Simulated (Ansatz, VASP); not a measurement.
**TiO2: VASP beside Ansatz**

The input POSCAR:

```
TiO2
1.0
    4.5973635523      0.0000000000      0.0000000000
    0.0000000000      4.5973635523      0.0000000000
    0.0000000000      0.0000000000      2.9928841877
Ti O
2 4
Direct
    0.0000000000      0.0000000000      0.0000000000
    0.5000000000      0.5000000000      0.5000000000
    0.3166756223      0.2936045695      0.0000000000
    0.1833243777      0.7936045695      0.5000000000
    0.6833243777      0.7063954305      0.0000000000
    0.8166756223      0.2063954305      0.5000000000
```

INCAR.step1

```
  PREC = Accurate
  ENCUT = 520
  ISMEAR = 0
  SIGMA = 0.05
  LREAL = F
  LASPH = T
  NELM = 150
  LMAXMIX = 4
  LDAU = T
  LDAUTYPE = 2
  LDAUL = 2 -1
  LDAUU = 4 0
  LDAUJ = 0 0
  NBANDS = 33
  GGA = PE
  ALGO = Normal
  EDIFF = 1E-4
  LWAVE = T
  LCHARG = F
```

The input INCAR.step2:

```
  PREC = Accurate
  ENCUT = 520
  EDIFF = 1E-6
  ISMEAR = 0
  SIGMA = 0.05
  LREAL = F
  LASPH = T
  NELM = 150
  ALGO = Normal
  ISIF = 2
  LWAVE = F
  LCHARG = F
  LMAXMIX = 4
  LDAU = T
  LDAUTYPE = 2
  LDAUL = 2 -1
  LDAUU = 4 0
  LDAUJ = 0 0
  LDAUPRINT = 1
  METAGGA = R2SCAN
  LMIXTAU = T
  NBANDS = 33
  ISTART = 1
```

The input KPOINTS:

```
Automatic mesh
0
Gamma
  6 6 8
```

Input for Ansatz:

```yaml
crystal:
  lattice:
    - [4.5973635523, 0.0, 0.0]
    - [0.0, 4.5973635523, 0.0]
    - [0.0, 0.0, 2.9928841877]
  atoms:
    - { symbol: Ti, position: [0.0, 0.0, 0.0] }
    - { symbol: Ti, position: [0.5, 0.5, 0.5] }
    - { symbol: O, position: [0.3166756223, 0.2936045695, 0.0] }
    - { symbol: O, position: [0.1833243777, 0.7936045695, 0.5] }
    - { symbol: O, position: [0.6833243777, 0.7063954305, 0.0] }
    - { symbol: O, position: [0.8166756223, 0.2063954305, 0.5] }
basis:
  ecutwfc: 500
kpoints:
  mp_grid: { grid: [6, 6, 8] }
hamiltonian:
  xc: r2scan
  hubbard: { sites: [{ species: Ti, l: d, u_eff: 4.0 }] }
scf:
  occupations: { method: gaussian, width: 0.05 }
output:
  forces: true
  stress: true
  eigenvalues: true
```

Change from the starting cell: mode 4 (146.3 1/cm) frozen in, largest displacement +0.075 Å.

Alike in both runs: task single point; functional r2SCAN; k mesh 6 × 6 × 8; occupations gaussian, width 0.05 eV; no spin polarisation; Hubbard terms Ti d U = 4.0 eV.

```csv
,VASP,Ansatz
version,VASP 6.6.1,Ansatz 0.2.0
potentials or method,"VASP PAW PBE potentials, release 64 (Ti_sv, O), cutoff 520 eV","scalar-relativistic, plane waves, PAW"
valence electrons in the cell,48,48
```

```tsv
	VASP	Ansatz	Ansatz less VASP
gap on the k mesh at the Fermi level (eV)	2.80	2.72	-0.084
least direct gap on the mesh (eV)	2.81	2.76	-0.052
pressure (GPa)	4.4	-0.4	-4.80
traceless stress, the component that is largest in VASP (GPa)	-1.46	-1.21	+0.255
rms of the force components (eV/Å)	0.067	0.048	-0.0188
```

VASP's potentials were made for PBE, not for r2SCAN. The programs project onto different local orbitals, so the same U acts differently, and such runs can settle in different states. Atom by atom the forces differ by 0.069 eV/Å (rms over components).
